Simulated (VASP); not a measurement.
A run of VASP 6.6.1 is set up as follows.

File INCAR:

```
SYSTEM = Mg3ZnTe4
PREC = Accurate ; ENCUT = 520
EDIFF = 1E-6 ; ISMEAR = 0
SIGMA = 0.02 ; LREAL = .FALSE.
LASPH = .TRUE. ; NELM = 60
ALGO = Normal ; ISIF = 2
LWAVE = .FALSE. ; LCHARG = .FALSE.
GGA = PE ; NBANDS = 31
```

Contents of KPOINTS:

```
Automatic mesh
0
G
  6 6 2
  0 0 0
```

Contents of POSCAR:

```
Mg3ZnTe4
1.0
    4.5331765267      0.0000000000      0.0000000000
    0.0000000000      4.5331765267      0.0000000000
    0.0000000000      0.0000000000     12.9236894853
Mg Zn Te
3 1 4
Direct
    0.0000000000      0.0000000000      0.7566255723
    0.5000000000      0.5000000000      0.5000000000
    0.0000000000      0.0000000000      0.2433744277
    0.5000000000      0.5000000000      0.0000000000
    0.5000000000      0.0000000000      0.6283438490
    0.0000000000      0.5000000000      0.3716561510
    0.5000000000      0.0000000000      0.1148636785
    0.0000000000      0.5000000000      0.8851363215
```

Potentials or basis: VASP PAW PBE potentials, release 64 (Mg, Zn, Te).

Command:

```bash
$ cat potpaw_PBE.64/Mg/POTCAR potpaw_PBE.64/Zn/POTCAR potpaw_PBE.64/Te/POTCAR > POTCAR
$ mpirun -np 1 vasp_std > vasp.out
```

Predict the band gap on the k mesh.

1.81 eV, direct.

What does it give for the largest force?

0.012 eV/Å.

Estimate the pressure.

0.0 GPa.

Forces in eV/Å, atoms in the order of the input:
```
Mg   0.000  0.000 -0.001
Mg   0.000  0.000  0.000
Mg   0.000  0.000  0.001
Zn   0.000  0.000  0.000
Te   0.000  0.000  0.000
Te   0.000  0.000  0.000
Te   0.000  0.000  0.012
Te   0.000  0.000 -0.012
```

Caveat: spin-orbit coupling is left out, which moves the levels of the heavy elements. A k mesh can miss the band edges.
